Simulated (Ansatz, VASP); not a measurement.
# One calculation of WSe2, two programs

Contents of INCAR:

```
SYSTEM = WSe2
PREC = Accurate ; ENCUT = 520
EDIFF = 1E-6 ; ISMEAR = 0
SIGMA = 0.05 ; LREAL = .False.
LASPH = .True. ; NELM = 80
ALGO = Normal ; ISIF = 2
LWAVE = .False. ; LCHARG = .False.
LDIPOL = .True. ; IDIPOL = 3
DIPOL = 0.5 0.5 0.393 ; GGA = PE
IVDW = 12 ; NBANDS = 35
```

File KPOINTS:

```
Automatic mesh
0
Gamma
  9 9 1
  0 0 0
```

POSCAR

```
WSe2
1.0
    3.2854926884      0.0000000000      0.0000000000
   -1.6427463442      2.8453201321      0.0000000000
    0.0000000000      0.0000000000     24.2386466672
Se W
4 2
Direct
    0.3333333333      0.6666666667      0.1856539295
    0.3333333333      0.6666666667      0.3246601777
    0.3333333333      0.6666666667      0.4612189569
    0.3333333333      0.6666666667      0.6002252051
    0.6666666667      0.3333333333      0.2551570536
    0.6666666667      0.3333333333      0.5307220810
```

Input for Ansatz:

```yaml
crystal:
  lattice:
    - [3.2854926884, 0.0, 0.0]
    - [-1.6427463442, 2.8453201321, 0.0]
    - [0.0, 0.0, 24.2386466672]
  atoms:
    - { symbol: Se, position: [0.3333333333, 0.6666666667, 0.1856539295] }
    - { symbol: W, position: [0.6666666667, 0.3333333333, 0.2551570536] }
    - { symbol: Se, position: [0.3333333333, 0.6666666667, 0.3246601777] }
    - { symbol: Se, position: [0.3333333333, 0.6666666667, 0.4612189569] }
    - { symbol: W, position: [0.6666666667, 0.3333333333, 0.530722081] }
    - { symbol: Se, position: [0.3333333333, 0.6666666667, 0.6002252051] }
basis:
  ecutwfc: 420
kpoints:
  mp_grid: { grid: [9, 9, 1] }
hamiltonian:
  xc: pbe
  pseudopotentials: { kind: paw, azcp: { folder: soft_1 } }
  dispersion: d3bj
scf:
  occupations: { method: gaussian, width: 0.05 }
output:
  forces: true
  eigenvalues: true
efield:
  axis: 3
  dipole_correction: true
  ramp_width: 0.04
```

Alike in both runs: task single point; functional PBE; dispersion D3(BJ); k mesh 9 × 9 × 1; occupations gaussian, width 0.05 eV; no spin polarisation.

|  | VASP | Ansatz |
| --- | --- | --- |
| version | VASP 6.6.1 | Ansatz 0.2.0 |
| potentials or method | VASP PAW PBE potentials, release 64 (Se, W_sv), cutoff 520 eV | scalar-relativistic, plane waves, PAW |
| valence electrons in the cell | 52 | 92 |

Ansatz gave:

- gap on the k mesh at the Fermi level (eV): 1.43
- least direct gap on the mesh (eV): 1.63
- rms of the force components (eV/Å): 0.086

Which values does VASP return?

gap on the k mesh at the Fermi level (eV): 1.43; least direct gap on the mesh (eV): 1.63; rms of the force components (eV/Å): 0.072.

VASP's potentials hold 52 valence electrons a cell and Ansatz's 92, so a difference there can come from the potentials and not from the codes.

Spin-orbit coupling is off throughout.
